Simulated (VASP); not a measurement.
Runs of VASP 6.6.1 on TiGe. The structure is that of space group Fd-3m (No. 227), or close to it. The cells are those of the table. The cell was generated, and may not be a known phase.

```tsv
task	cell	k mesh	cutoff (eV)	gap on the mesh (eV)	pressure (GPa)	relaxed volume (Å³/atom)
single point	a = 4.561 Å, angles 60.0°, 4 atoms	4 × 4 × 4	520	none	-0.4	-
relaxation of cell and atoms	relaxed from a = 4.561 Å, angles 60.0°, 4 atoms	12 × 12 × 12	600	none	0.0	16.81
single point	a = 4.564 Å, angles 60.0°, 4 atoms	12 × 12 × 12	520	none	0.0	-
relaxation of cell and atoms	relaxed from a = 4.561 Å, angles 60.0°, 4 atoms	6 × 6 × 6	600	none	0.2	-
relaxation of cell and atoms	relaxed from a = 4.636 Å, angles 60.0°, 4 atoms	4 × 4 × 4	600	none	0.0	16.72
single point	a = 4.636 Å, angles 60.0°, 4 atoms	4 × 4 × 4	520	none	(a)	-
single point	a = 4.561 Å, angles 60.0°, 4 atoms	6 × 6 × 6	520	none	0.2	-
```

Alike in all rows: level PBE; potentials or basis VASP PAW PBE potentials, release 64 (Ti_sv, Ge_d); no spin polarisation; smearing gaussian 0.1 eV.

Problem. Fill in the values left out.

Solution. (a) -4.4.

Caveats: some runs use coarse meshes; the relaxation stopped at its first step, so nothing moved (at least some runs).

A k mesh can miss the band edges, and the runs leave out spin-orbit coupling on Ge.

A gap of «none» marks levels without a gap at the run's occupations.
